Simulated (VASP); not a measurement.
Here is a VASP 6.6.1 calculation.

File INCAR:

```
PREC = Accurate
ENCUT = 520
EDIFF = 1E-6
ISMEAR = 0
SIGMA = 0.1
LREAL = False
LASPH = True
NELM = 80
ALGO = Normal
ISIF = 2
LWAVE = False
LCHARG = False
GGA = PE
NBANDS = 34
```

File KPOINTS:

```
regular mesh
0
Gamma
  10 10 10
```

Contents of POSCAR:

```
In3O2
1.0
    0.0000000000      3.5259505177      4.5960747043
    3.2112994355      0.0000000000      4.5960747043
    3.2112994355      3.5259505177      0.0000000000
In O
3 2
Direct
    0.5000000000      0.5000000000      0.5000000000
    0.1801006427      0.1801006427      0.8198993573
    0.8198993573      0.8198993573      0.1801006427
    0.8043591674      0.1956408326      0.8043591674
    0.1956408326      0.8043591674      0.1956408326
```

Potentials or basis: VASP PAW PBE potentials, release 64 (In_d, O).

The run is started by

```console
$ cat potpaw_PBE.64/In_d/POTCAR potpaw_PBE.64/O/POTCAR > POTCAR
$ mpirun -np 1 vasp_std > vasp.out
```

Q: What does it give for the largest force?

A: 0.051 eV/Å.

Q: Predict the pressure.

A: 0.1 GPa.

Q: What does it give for the band gap on the k mesh?

A: Zero (an odd number of electrons rules out a gap without spin polarisation).

Stress tensor (GPa, compression positive):
```
-0.11  0.00  0.00
 0.00  0.27  0.00
 0.00  0.00  0.18
```

Caveat: spin-orbit coupling is left out, which moves the levels of the heavy elements; an odd number of electrons without spin polarisation forces a metal; a magnetic or distorted state may lie lower.
